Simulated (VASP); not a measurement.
Write the native input for VASP 6.6.1 that does the following.

* Task: single point
* Functional: LDA
* Potentials or basis: VASP PAW LDA potentials, release 64 (La, Mg)
* Cutoff: 520 eV
* k mesh: 10 × 10 × 10
* Occupations: fermi-dirac, width 0.08 eV
* Spin: no spin polarisation
* Dipole correction: no
* Further INCAR settings: ALGO = Normal; EDIFF = 1e-06; NBANDS = 26

The structure of La3Mg lies in POSCAR:

```
La3Mg
1.0
   -2.4492289084      2.4492289084      4.9985276536
    2.4492289084     -2.4492289084      4.9985276536
    2.4492289084      2.4492289084     -4.9985276536
La Mg
3 1
Direct
    0.5000000000      0.5000000000      0.0000000000
    0.2500000000      0.7500000000      0.5000000000
    0.7500000000      0.2500000000      0.5000000000
    0.0000000000      0.0000000000      0.0000000000
```

The input as run:

INCAR

```
SYSTEM = La3Mg
PREC = Accurate ; ENCUT = 520
EDIFF = 1E-6 ; ISMEAR = -1
SIGMA = 0.08 ; LREAL = .False.
LASPH = .True. ; NELM = 100
ALGO = Normal ; ISIF = 2
LWAVE = .False. ; LCHARG = .False.
GGA = CA ; NBANDS = 26
```

KPOINTS

```
regular mesh
0
Gamma
  10 10 10
  0 0 0
```

Potentials or basis: VASP PAW LDA potentials, release 64 (La, Mg).

Launch:

```console
$ cat potpaw_LDA.64/La/POTCAR potpaw_LDA.64/Mg/POTCAR > POTCAR
$ mpirun -np 1 vasp_std > vasp.out
```

Results of the run:

```
Pressure : -0.2 GPa
```

Wall time 13 min on 1 thread of AMD EPYC 7R43 64-Core Processor (Zen 3) (shared host), peak memory 0.45 GiB.
